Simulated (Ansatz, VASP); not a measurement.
# TePb3 in VASP and in Ansatz

```xyz
8
Lattice="7.0673 0.0000 0.0000 -3.5337 6.1205 0.0000 0.0000 0.0000 5.9632" Properties=species:S:1:pos:R:3 pbc="T T T"
Te    3.5337    2.0402    1.4908
Te    0.0000    4.0803    4.4724
Pb    1.7747    1.0246    4.4724
Pb    5.2926    1.0246    4.4724
Pb    3.5337    4.0712    4.4724
Pb    1.7589    5.0958    1.4908
Pb   -1.7589    5.0958    1.4908
Pb    0.0000    2.0493    1.4908
```

Alike in both runs: task single point; functional PBE; dispersion D3(BJ); k mesh 6 × 6 × 6; occupations gaussian, width 0.1 eV; no spin polarisation.

```csv
,VASP,Ansatz
version,VASP 6.6.1,Ansatz 0.2.0
potentials or method,"VASP PAW PBE potentials, release 64 (Te, Pb_d), cutoff 520 eV","scalar-relativistic, plane waves, PAW"
valence electrons in the cell,96,116
```

|  | VASP | Ansatz | Ansatz less VASP |
| --- | --- | --- | --- |
| gap on the k mesh at the Fermi level (eV) | none | none | - |
| pressure (GPa) | -2.6 | -2.5 | +0.06 |
| traceless stress, the component that is largest in VASP (GPa) | 0.64 | 0.64 | -0.001 |
| rms of the force components (eV/Å) | 0.027 | 0.026 | -0.0003 |

Atom by atom the forces differ by 0.000 eV/Å (rms over components). A gap of «none» marks a metal or a gap that the smearing closes. VASP's potentials hold 96 valence electrons a cell and Ansatz's 116, so a difference there can come from the potentials and not from the codes.

Neither program's run includes spin-orbit coupling.
